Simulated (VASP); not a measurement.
# Be2C (Fm-3m) in VASP: single point with HSE06

Aim: the single point of Be2C with HSE06.

Program: VASP 6.6.1. These are calculated values, not measurements. Logs are shortened: lines on timing, memory, paths and dates and some standing lists are left out, and cuts for length are marked.

## Step 1: The cell of the first run

It takes space group Fm-3m (No. 225, cubic). The conventional cell has a = 4.494 Å, b = 4.494 Å, c = 4.494 Å, α = 90.00°, β = 90.00°, γ = 90.00°. C (site symmetry m-3m) has 8 Be at 1.95 Å within 2.6 Å. Within 2.6 Å of Be (site symmetry -43m) lie 4 C at 1.95 Å and 6 Be at 2.25 Å.

## Step 2: Single point, HSE06 (strain +4.0%)

The input, POSCAR:

```
Be2C
1.0
    0.0000000000      2.2469050640      2.2469050640
    2.2469050640      0.0000000000      2.2469050640
    2.2469050640      2.2469050640      0.0000000000
C Be
1 2
Direct
    0.0000000000      0.0000000000      0.0000000000
    0.2500000000      0.2500000000      0.2500000000
    0.7500000000      0.7500000000      0.7500000000
```

The input, INCAR.step1:

```
  PREC = Accurate
  ENCUT = 520
  EDIFF = 1E-5
  ISMEAR = 0
  SIGMA = 0.01
  LREAL = False
  LASPH = True
  NELM = 120
  ALGO = Normal
  ISIF = 2
  LWAVE = True
  LCHARG = False
  GGA = PE
  NBANDS = 11
  GGA_COMPAT = False
```

The input, INCAR.step2:

```
  PREC = Accurate
  ENCUT = 520
  EDIFF = 1E-6
  ISMEAR = 0
  SIGMA = 0.01
  LREAL = False
  LASPH = True
  NELM = 120
  ALGO = Normal
  ISIF = 2
  LWAVE = False
  LCHARG = False
  GGA = PE
  LHFCALC = True
  HFSCREEN = 0.2079
  PRECFOCK = Normal
  ISTART = 1
  NBANDS = 11
  GGA_COMPAT = False
```

The input, KPOINTS:

```
regular mesh
0
Gamma
  8 8 8
```

Potentials or basis: VASP PAW PBE potentials, release 64 (C, Be).

Launch:

```bash
> cat potpaw_PBE.64/C/POTCAR potpaw_PBE.64/Be/POTCAR > POTCAR
> cp INCAR.step1 INCAR
> mpirun -np 1 vasp_std > vasp.out
> cp INCAR.step2 INCAR
> mpirun -np 1 vasp_std > vasp.out
```

OUTCAR:

```text
PREC = Accurate
   ENCUT = 520
   EDIFF = 1E-6
   ISMEAR = 0
   LREAL = False
   LASPH = True
   NELM = 120
   ISIF = 2
   GGA = PE
   LHFCALC = True
   HFSCREEN = 0.2079
   PRECFOCK = Normal
   ISTART = 1

 ion  position               nearest neighbor table
   1  0.000  0.000  0.000-   3 1.95   3 1.95   3 1.95   2 1.95   3 1.95   2 1.95   2 1.95   2 1.95

   2  0.250  0.250  0.250-   1 1.95   1 1.95   1 1.95   1 1.95   3 2.25   3 2.25   3 2.25   3 2.25
                             3 2.25   3 2.25
   3  0.750  0.750  0.750-   1 1.95   1 1.95   1 1.95   1 1.95   2 2.25   2 2.25   2 2.25   2 2.25
                             2 2.25   2 2.25

  LATTYP: Found a face centered cubic cell.
 ALAT       =     4.4938101280

  Lattice vectors:

 A1 = (   0.0000000000,   2.2469050640,   2.2469050640)
 A2 = (   2.2469050640,   0.0000000000,   2.2469050640)
 A3 = (   2.2469050640,   2.2469050640,   0.0000000000)

Analysis of symmetry for initial positions (statically):
=====================================================================
 Subroutine PRICEL returns:
 Original cell was already a primitive cell.

 Routine SETGRP: Setting up the symmetry group for a
 face centered cubic supercell.

 Subroutine GETGRP returns: Found 48 space group operations
 (whereof 48 operations were pure point group operations)
 out of a pool of 48 trial point group operations.

The static configuration has the point symmetry O_h .

Analysis of symmetry for dynamics (positions and initial velocities):
=====================================================================
 Subroutine PRICEL returns:
 Original cell was already a primitive cell.

 Routine SETGRP: Setting up the symmetry group for a
 face centered cubic supercell.

 Subroutine GETGRP returns: Found 48 space group operations
 (whereof 48 operations were pure point group operations)
 out of a pool of 48 trial point group operations.

The dynamic configuration has the point symmetry O_h .

 Subroutine INISYM returns: Found 48 space group operations
 (whereof 48 operations are pure point group operations),
 and found     1 'primitive' translations

----------------------------------------------------------------------------------------

                                     Primitive cell

  volume of cell :      22.6874

  direct lattice vectors                    reciprocal lattice vectors
     0.000000000  2.246905064  2.246905064    -0.222528316  0.222528316  0.222528316
     2.246905064  0.000000000  2.246905064     0.222528316 -0.222528316  0.222528316
     2.246905064  2.246905064  0.000000000     0.222528316  0.222528316 -0.222528316

  length of vectors
     3.177603615  3.177603615  3.177603615     0.385430349  0.385430349  0.385430349

  position of ions in fractional coordinates (direct lattice)
     0.000000000  0.000000000  0.000000000
     0.250000000  0.250000000  0.250000000
     0.750000000  0.750000000  0.750000000

  ion indices of the primitive-cell ions
   primitive index   ion index
                 1           1
                 2           2
                 3           3

----------------------------------------------------------------------------------------

 KPOINTS: regular mesh

Automatic generation of k-mesh.
 Grid dimensions read from file:
 generate k-points for:    8    8    8

 Generating k-lattice:

  Cartesian coordinates                     Fractional coordinates (reciprocal lattice)
    -0.027816039  0.027816039  0.027816039     0.125000000  0.000000000  0.000000000
     0.027816039 -0.027816039  0.027816039     0.000000000  0.125000000  0.000000000
     0.027816039  0.027816039 -0.027816039     0.000000000  0.000000000  0.125000000

  Length of vectors
     0.048178794  0.048178794  0.048178794

  Shift w.r.t. Gamma in fractional coordinates (k-lattice)
     0.000000000  0.000000000  0.000000000

 Subroutine IBZKPT returns following result:
 ===========================================

 Found     29 irreducible k-points:

 Following reciprocal coordinates:
            Coordinates               Weight
  0.000000  0.000000  0.000000      1.000000
  0.125000  0.000000  0.000000      8.000000
  0.250000  0.000000  0.000000      8.000000
  0.375000  0.000000  0.000000      8.000000
  0.500000  0.000000  0.000000      4.000000
  0.125000  0.125000  0.000000      6.000000
[... 16 lines left out ...]
  0.500000  0.250000  0.125000     48.000000
 -0.375000  0.250000  0.125000     24.000000
 [... further k-points ...]
   k-points           NKPTS =     29   k-points in BZ     NKDIM =    512   number of bands    NBANDS=     11
   number of dos      NEDOS =    301   number of ions     NIONS =      3
   total plane-waves  NPLWV =  13824
   dimension x,y,z NGX =    24 NGY =   24 NGZ =   24
   dimension x,y,z NGXF=    48 NGYF=   48 NGZF=   48
   ions per type =               1   2
   NGX,Y,Z   is equivalent  to a cutoff of  12.56, 12.56, 12.56 a.u.
   NGXF,Y,Z  is equivalent  to a cutoff of  25.11, 25.11, 25.11 a.u.
 SYSTEM =  unknown system
   PREC   = accura    normal or accurate (medium, high low for compatibility)
   ISTART =      1    job   : 0-new  1-cont  2-samecut
   ICHARG =      0    charge: 1-file 2-atom 10-const
   ISPIN  =      1    spin polarized calculation?
   LNONCOLLINEAR =      F non collinear calculations
   LSORBIT =      F    spin-orbit coupling
   LASPH  =      T    aspherical Exc in radial PAW
   ENCUT  =  520.0 eV  38.22 Ry    6.18 a.u.   5.91  5.91  5.91*2*pi/ulx,y,z
   NELM   =    120;   NELMIN=  2; NELMDL=  0     # of ELM steps
   EDIFF  = 0.1E-05   stopping-criterion for ELM
   LREAL  =      F    real-space projection
   EDIFFG = 0.1E-04   stopping-criterion for IOM
   NSW    =      0    number of steps for IOM
   IBRION =     -1    ionic relax: 0-MD 1-quasi-New 2-CG
   NFREE  =      0    steps in history (QN), initial steepest desc. (CG)
   ISIF   =      2    stress and relaxation
   ISYM   =      3    0-nonsym 1-usesym 2-fastsym
   POTIM  = 0.5000    time-step for ionic-motion
   TEBEG  =    0.0;   TEEND  =   0.0 temperature during run
   PSTRESS=    0.0 pullay stress
   NELECT =       8.0000    total number of electrons
   NUPDOWN=      -1.0000    fix difference up-down
   EMIN   =  10.00;   EMAX   =-10.00  energy-range for DOS
   EFERMI =   0.00;   METHOD = LEGACY
   ISMEAR =     0;   SIGMA  =   0.01  broadening in eV -4-tet -1-fermi 0-gaus
   EFERMI_NEDOS =   21; number of points for ismear=-14 and -15
   IALGO  =     38    algorithm
   IMIX   =      1    mixing-type and parameters
     AMIX     =   0.40;   BMIX     =  1.00
     AMIX_MAG =   1.60;   BMIX_MAG =  1.00
  volume/ion in A,a.u.               =       7.56        51.03
  Fermi-wavevector in a.u.,A,eV,Ry     =   1.156583  2.185625 18.200296  1.337684
  Thomas-Fermi vector in A             =   2.293202
   LORBIT       =      0    0 simple, 1 ext, 2 COOP (PROOUT), +10 PAW based schemes
   GGA     = PE    functional components
   LHFCALC =     T    Hartree Fock is set to
   PRECFOCK=normal    Normal, Fast or Accurate (Low or Medium for compatibility)
   ENCUT4O =  -1.0   cutoff for four orbital integrals eV
   NKREDX  =     1    reduce k-point grid by
   NKREDY  =     1    reduce k-point grid by
   NKREDZ  =     1    reduce k-point grid by
   AEXX    =    0.2500 exact exchange contribution
   HFSCREEN=    0.2079 screening length (either q_TF or 0.3 A-1)
   HFSCREENC=   0.2079 screening length for correlation (either q_TF or 0.3 A-1)
   ENCUTFOCK=  -1.0 apply spherical cutoff to Coloumb kernel
   IVDW    =     0    specifies the selected vdW correction
   LEPSILON=     F    determine dielectric tensor
   LRPA    =     F    only Hartree local field effects (RPA)
 non-spin polarized calculation
 Gauss-broadening in eV      SIGMA  =   0.01
  energy-cutoff  :      520.00
  volume of cell :       22.69
 maximum number of plane-waves:       620
  NGX = 18; NGY = 18; NGZ = 18

 number of electron       7.9999999 magnetization

 Free energy of the ion-electron system (eV)
  ---------------------------------------------------
  ext. energy  EPLUGINS =         0.00000000
  ---------------------------------------------------
  free energy    TOTEN  =       -18.88069739 eV

  energy without entropy =      -18.88069739  energy(sigma->0) =      -18.88069739

 E-fermi :   6.3756     XC(G=0):  -9.0658

 val. band max:        6.2449687363   @ k =   0.0000   0.0000   0.0000
 cond. band min:       8.0604417028   @ k =   0.5000   0.5000   0.0000
 fundamental gap:      1.8154729665
 Fermi energy:         6.3755636825

 k-point     1 :       0.0000    0.0000    0.0000
  band No.  band energies     occupation
      1      -9.6168      2.00000
      2       6.2450      2.00000
      3       6.2450      2.00000
      4       6.2450      2.00000
      5      11.1101      0.00000
      6      11.1101      0.00000
      7      11.1101      0.00000
      8      12.9504      0.00000
      9      19.9644      0.00000
     10      19.9644      0.00000
     11      19.9644      0.00000

 k-point     2 :       0.1250    0.0000    0.0000
  band No.  band energies     occupation
      1      -9.3600      2.00000
      2       4.3463      2.00000
      3       5.8229      2.00000
      4       5.8229      2.00000
      5      11.7272      0.00000
      6      11.7272      0.00000
      7      11.9876      0.00000
      8      13.7768      0.00000
      9      18.6298      0.00000
     10      18.6298      0.00000
     11      20.4119      0.00000

 k-point     3 :       0.2500    0.0000    0.0000
  band No.  band energies     occupation
      1      -8.6126      2.00000
      2       1.2865      2.00000
      3       5.1007      2.00000
      4       5.1007      2.00000
      5      12.4410      0.00000
      6      12.4410      0.00000
      7      12.6256      0.00000
      8      15.4029      0.00000
      9      18.1409      0.00000
     10      18.1409      0.00000
     11      21.5607      0.00000

 k-point     4 :       0.3750    0.0000    0.0000
  band No.  band energies     occupation
      1      -7.5082      2.00000
      2      -1.3835      2.00000
      3       4.5875      2.00000
      4       4.5875      2.00000
      5      12.2299      0.00000
      6      12.2299      0.00000
      7      13.0598      0.00000
      8      16.3843      0.00000
      9      19.7788      0.00000
     10      19.7788      0.00000
     11      22.6286      0.00000

 k-point     5 :       0.5000    0.0000    0.0000
  band No.  band energies     occupation
      1      -6.7615      2.00000
      2      -2.6712      2.00000
      3       4.4113      2.00000
      4       4.4113      2.00000
      5      12.0058      0.00000
      6      12.0058      0.00000
      7      13.2333      0.00000
      8      16.7068      0.00000
      9      21.2530      0.00000
     10      21.2530      0.00000
     11      23.1935      0.00000
[... 211 lines left out ...]
 k-point    21 :       0.5000    0.5000    0.0000
  band No.  band energies     occupation
      1      -5.9377      2.00000
      2      -0.8759      2.00000
      3       1.5223      2.00000
      4       1.5223      2.00000
      5       8.0604      0.00000
      6      12.1864      0.00000
      7      20.0580      0.00000
      8      20.0580      0.00000
      9      21.7992      0.00000
     10      22.7746      0.00000
     11      22.7746      0.00000

 k-point    22 :       0.3750    0.2500    0.1250
  band No.  band energies     occupation
      1      -7.9797      2.00000
      2       1.1226      2.00000
      3       2.5337      2.00000
      4       4.2829      2.00000
      5      12.3175      0.00000
      6      12.7243      0.00000
      7      13.8116      0.00000
      8      15.6239      0.00000
      9      17.8829      0.00000
     10      22.0277      0.00000
     11      23.0605      0.00000

 k-point    23 :       0.5000    0.2500    0.1250
  band No.  band energies     occupation
      1      -6.9536      2.00000
      2      -0.8591      2.00000
      3       1.9727      2.00000
      4       3.3892      2.00000
      5      12.0947      0.00000
      6      13.5004      0.00000
      7      14.9030      0.00000
      8      16.4848      0.00000
      9      18.9935      0.00000
     10      21.4779      0.00000
     11      23.5070      0.00000

 k-point    24 :      -0.3750    0.2500    0.1250
  band No.  band energies     occupation
      1      -6.2967      2.00000
      2      -1.9435      2.00000
      3       2.0006      2.00000
      4       2.8755      2.00000
      5      12.0484      0.00000
      6      13.2863      0.00000
      7      16.3991      0.00000
      8      17.4168      0.00000
      9      18.7373      0.00000
     10      20.4765      0.00000
     11      23.6428      0.00000

 [... further k-points ...]

------------------------ aborting loop because EDIFF is reached ----------------------------------------

  FORCE on cell =-STRESS in cart. coord.  units (eV):
  Direction    XX          YY          ZZ          XY          YZ          ZX
  --------------------------------------------------------------------------------------
  -------------------------------------------------------------------------------------
  Total       -3.0623891     -3.0623891     -3.0623891      0.0000000      0.0000000     -0.0000000
  in kB     -216.2652732   -216.2652732   -216.2652732      0.0000000      0.0000000     -0.0000000
  external PRESSURE =    -216.2652732 kB  Pullay stress =       0.0000000 kB

 VOLUME and BASIS-vectors are now :
 -----------------------------------------------------------------------------
  energy-cutoff  :      520.00
  volume of cell :       22.69
      direct lattice vectors                 reciprocal lattice vectors
     0.000000000  2.246905064  2.246905064    -0.222528316  0.222528316  0.222528316
     2.246905064  0.000000000  2.246905064     0.222528316 -0.222528316  0.222528316
     2.246905064  2.246905064  0.000000000     0.222528316  0.222528316 -0.222528316

 POSITION                                       TOTAL-FORCE (eV/Angst)
 -----------------------------------------------------------------------------------
      0.00000      0.00000      0.00000        -0.000000      0.000000      0.000000
      1.12345      1.12345      1.12345        -0.000000     -0.000000     -0.000000
      3.37036      3.37036      3.37036         0.000000      0.000000      0.000000
 -----------------------------------------------------------------------------------
    total drift:                                0.000000     -0.000000     -0.000000

  FREE ENERGIE OF THE ION-ELECTRON SYSTEM (eV)
  ---------------------------------------------------
  free  energy   TOTEN  =       -18.8806973855 eV

  energy  without entropy=      -18.8806973855  energy(sigma->0) =      -18.88069739
```

Wall time 12 min (1 thread of Intel Xeon 6975P-C (Granite Rapids), shared host); peak memory 0.26 GiB.

What came out:

| Quantity | Value |
| --- | --- |
| Free energy | -18.8807 eV |
| Pressure | -21.6 GPa |
| Band gap on the k mesh | 1.82 eV (least direct gap 4.87 eV) |

Levels at points of the mesh, in eV from the valence-band top:
```
           k point  band 1  band 2  band 3  band 4  band 5  band 6  band 7  band 8
(0.00, 0.00, 0.00)  -15.86    0.00    0.00    0.00    4.87    4.87    4.87    6.71
(0.50, 0.00, 0.00)  -13.01   -8.92   -1.83   -1.83    5.76    5.76    6.99   10.46
(0.50, 0.50, 0.00)  -12.18   -7.12   -4.72   -4.72    1.82    5.94   13.81   13.81
```

Caveat: the cell differs from its parent crystal (strain +4.0%); the cell stands under tension; the PAW data sets were made with another functional, which shifts forces and pressure a little. A k mesh can miss the band edges.
